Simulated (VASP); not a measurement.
The system is MgO.

```
CELL_PARAMETERS angstrom
0.00000 2.10850 2.10850
2.10850 0.00000 2.10850
2.10850 2.10850 0.00000
ATOMIC_POSITIONS crystal
Mg 0.00000 0.00000 0.00000
O 0.50000 0.50000 0.50000
```

Base run:

* Program: VASP 6.6.1
* Functional: PBE
* Potentials or basis: VASP PAW PBE potentials, release 64 (Mg_sv, O)
* Cutoff: 840 eV
* k mesh: 9 × 9 × 9
* Occupations: gaussian, width 0.01 eV
* Spin: no spin polarisation

Its results: band gap on the k mesh 4.71 eV; pressure 4.2 GPa.

**Question.** The run is repeated on the same cell with these changes: k mesh from 9 × 9 × 9 to 3 × 3 × 3. What comes out?

**Answer.** Band gap on the k mesh 4.66 eV; pressure 4.7 GPa.

Caveats: some runs use coarse meshes; the cell stands under pressure (at least some runs).

